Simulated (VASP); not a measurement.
Write the native input for VASP 6.6.1 that does the following.

| Property | Result |
| --- | --- |
| Task | relaxation of cell and atoms |
| Functional | PBE |
| Potentials or basis | VASP PAW PBE potentials, release 64 (Nd_3, Sc_sv, Cl), 4f in core |
| Cutoff | 500 eV |
| k mesh | 6 × 6 × 4 |
| Occupations | gaussian, width 0.1 eV |
| Spin | no spin polarisation |
| Dipole correction | no |
| Further INCAR settings | ALGO = Normal; EDIFF = 1e-07; IBRION = 2; EDIFFG = -0.01; NSW = 100; ISIF = 3 |

The structure of Nd2ScCl2 lies in POSCAR:

```
Nd2ScCl2
1.0
    5.9652684536      0.0000000000      0.0000000000
    0.0000000000      5.9652684536      0.0000000000
    0.0000000000      0.0000000000      8.8936224176
Nd Sc Cl
2 1 2
Direct
    0.0000000000      0.5000000000      0.0000000000
    0.5000000000      0.0000000000      0.0000000000
    0.5000000000      0.5000000000      0.0000000000
    0.5000000000      0.5000000000      0.7313864670
    0.5000000000      0.5000000000      0.2686135330
```

The cell was generated, and may not be a known phase.

These files were run (other wordings do the same):

INCAR

```
PREC = Accurate ; ENCUT = 500
EDIFF = 1E-7 ; ISMEAR = 0
SIGMA = 0.1 ; LREAL = False
LASPH = True ; NELM = 200
ALGO = Normal ; ISIF = 3
LWAVE = False ; LCHARG = False
GGA = PE ; IBRION = 2
NSW = 100 ; EDIFFG = -0.01
GGA_COMPAT = False ; NELMIN = 4
LMAXMIX = 6
```

KPOINTS

```
Automatic mesh
0
Gamma
  6 6 4
```

Potentials or basis: VASP PAW PBE potentials, release 64 (Nd_3, Sc_sv, Cl), 4f in core.

Run with:

```console
$ cat potpaw_PBE.64/Nd_3/POTCAR potpaw_PBE.64/Sc_sv/POTCAR potpaw_PBE.64/Cl/POTCAR > POTCAR
$ mpirun -np 1 vasp_std > vasp.out
```

Results of the run:

```yaml
Relaxed_volume: 62.85 Å³/atom
Relaxed_cell: a = 5.941 Å, b = 5.941 Å, c = 8.904 Å, α = 90.00°, β = 90.00°, γ = 90.00°
Space_group_after_relaxing_to_0.1_Å: P4/mmm (No. 123)
Energy_gained_by_relaxing: 0.2 meV/atom
Ionic_steps: 4
Pressure_after_relaxing: 0.0 GPa
Band_gap_on_the_k_mesh: zero (an odd number of electrons rules out a gap without spin polarisation)
```

Caveat: spin-orbit coupling is left out, which moves the levels of the heavy elements; this functional lacks dispersion, which binds layers or chains, so the pressure and a relaxed spacing across them are unreliable; the 4f electrons are frozen in the core, so they carry no moment and show no levels; an odd number of electrons without spin polarisation forces a metal; a magnetic or distorted state may lie lower; the run has no spin polarisation, though such a crystal can be magnetic.

Wall time 30 min on 1 thread of Intel(R) Xeon(R) Platinum 8259CL CPU @ 2.50GHz (Skylake/Cascade Lake) (shared host), peak memory 0.61 GiB.
